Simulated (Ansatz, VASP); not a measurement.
GaSb: VASP beside Ansatz

INCAR

```
SYSTEM = GaSb
ALGO = Normal ; EDIFF = 1E-6
EDIFFG = -0.005 ; ENCUT = 600
GGA = PS ; IBRION = 2
ISIF = 3 ; ISMEAR = 0
LASPH = .TRUE. ; LCHARG = .FALSE.
LREAL = .FALSE. ; LWAVE = .FALSE.
NELM = 80 ; NSW = 100
PREC = Accurate ; SIGMA = 0.1
```

Contents of KPOINTS:

```
k-points
0
G
  12 12 12
  0 0 0
```

POSCAR

```
GaSb
1.0
    0.0000000000      3.0686043200      3.0686043200
    3.0686043200      0.0000000000      3.0686043200
    3.0686043200      3.0686043200      0.0000000000
Ga Sb
1 1
Direct
    0.0000000000      0.0000000000      0.0000000000
    0.2500000000      0.2500000000      0.2500000000
```

Input for Ansatz:

```yaml
crystal:
  lattice:
    - [0.0, 3.06860432, 3.06860432]
    - [3.06860432, 0.0, 3.06860432]
    - [3.06860432, 3.06860432, 0.0]
  atoms:
    - { symbol: Ga, position: [0.0, 0.0, 0.0] }
    - { symbol: Sb, position: [0.25, 0.25, 0.25] }
basis:
  ecutwfc: 420
kpoints:
  mp_grid: { grid: [12, 12, 12] }
hamiltonian:
  xc: pbesol
scf:
  occupations: { method: gaussian, width: 0.1 }
output:
  forces: true
  stress: true
  eigenvalues: true
  write_density: true
  write_potential: true
  elf: true
  volumetric_format: npy
relax:
  adjacent_minimum: "off"
  f_tol: 0.005
  max_steps: 80
  cell: { stress_tol: 0.05 }
```

Alike in both runs: task relaxation of cell and atoms; functional PBEsol; k mesh 12 × 12 × 12; occupations gaussian, width 0.1 eV; no spin polarisation.

```csv
,VASP,Ansatz
version,VASP 6.6.1,Ansatz 0.2.0
potentials or method,"VASP PAW PBE potentials, release 64 (Ga_d, Sb), cutoff 600 eV","scalar-relativistic, plane waves, PAW"
valence electrons in the cell,18,28
```

|  | VASP | Ansatz | Ansatz less VASP |
| --- | --- | --- | --- |
| gap on the k mesh at the Fermi level, each at its own relaxed structure (eV) | none | none | - |
| relaxed volume (Å³/atom) | 28.57 | 28.53 | -0.041 |
| relaxed cell length with the largest relative difference (Å) | 4.323 | 4.321 | -0.0021 |

VASP's potentials were made for PBE, not for PBEsol. A gap of «none» marks a metal or a gap that the smearing closes. VASP's potentials hold 18 valence electrons a cell and Ansatz's 28, so a difference there can come from the potentials and not from the codes.

Neither program's run includes spin-orbit coupling.
